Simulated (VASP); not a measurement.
Input of a VASP 6.6.1 run:

The input INCAR:

```
SYSTEM = BeS
PREC = Accurate ; ENCUT = 520
EDIFF = 1E-7 ; ISMEAR = 0
SIGMA = 0.05 ; LREAL = .FALSE.
LASPH = .TRUE. ; NELM = 100
ALGO = Normal ; ISIF = 2
LWAVE = .FALSE. ; LCHARG = .TRUE.
GGA = PE ; LELF = .TRUE.
LVHAR = .TRUE. ; NBANDS = 11
```

KPOINTS

```
Automatic mesh
0
G
  8 8 8
  0 0 0
```

File POSCAR:

```
BeS
1.0
    0.0000000000      2.4250000000      2.4977500000
    2.4250000000      0.0000000000      2.4977500000
    2.4250000000      2.4250000000      0.0000000000
Be S
1 1
Direct
    0.0000000000      0.0000000000      0.0000000000
    0.7500000000      0.7500000000      0.7500000000
```

Potentials or basis: VASP PAW PBE potentials, release 64 (Be, S).

Command:

```console
$ cat potpaw_PBE.64/Be/POTCAR potpaw_PBE.64/S/POTCAR > POTCAR
$ mpirun -np 1 vasp_std > vasp.out
```

(1) Estimate the pressure.

(2) What does it give for the band gap on the k mesh?

## Answers

(1) -1.2 GPa.

(2) 3.05 eV, indirect (least direct gap 5.58 eV).

Caveat: the cell differs from its parent crystal (strain +0.000 along x and y, +0.030 along z).
